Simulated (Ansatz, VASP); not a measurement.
## One calculation of Cu, two programs

File INCAR:

```
  ALGO = Normal
  EDIFF = 1E-8
  ENCUT = 520
  GGA = PS
  ISIF = 2
  ISMEAR = -1
  LASPH = True
  LCHARG = False
  LEFG = True
  LREAL = False
  LWAVE = False
  NBANDS = 12
  NELM = 60
  PREC = Accurate
  SIGMA = 0.08
```

Contents of KPOINTS:

```
k-points
0
Gamma
  19 19 19
```

File POSCAR:

```
Cu
1.0
    0.0000000000      1.8312856224      1.8312856224
    1.8312856224      0.0000000000      1.8312856224
    1.8312856224      1.8312856224      0.0000000000
Cu
1
Direct
    0.0000000000      0.0000000000      0.0000000000
```

Input for Ansatz:

```yaml
crystal:
  lattice:
    - [0.0, 1.8312856224, 1.8312856224]
    - [1.8312856224, 0.0, 1.8312856224]
    - [1.8312856224, 1.8312856224, 0.0]
  atoms:
    - { symbol: Cu, position: [0.0, 0.0, 0.0] }
kpoints:
  mp_grid: { grid: [19, 19, 19] }
scf:
  occupations: { method: fermi_dirac, width: 0.08 }
hamiltonian:
  xc: pbesol
  pseudopotentials: { kind: all_electron, datasets: crystal }
output:
  forces: true
  stress: true
  eigenvalues: true
  efg: { contact_densities: true }
```

Change from the starting cell: volume scaled by 1.04, crystal datasets.

Alike in both runs: task electric field gradients; functional PBEsol; k mesh 19 × 19 × 19; occupations fermi-dirac, width 0.08 eV; no spin polarisation.

```csv
,VASP,Ansatz
version,VASP 6.6.1,Ansatz 0.2.0
potentials or method,"VASP PAW PBE potentials, release 64 (Cu), cutoff 520 eV","all-electron PAW with datasets made for the crystal, scalar-relativistic"
```

```tsv
	VASP	Ansatz	Ansatz less VASP
pressure (GPa)	-10.6	-11.3	-0.67
```

VASP's potentials were made for PBE, not for PBEsol. Ansatz ran all-electron here, and VASP with PAW potentials.
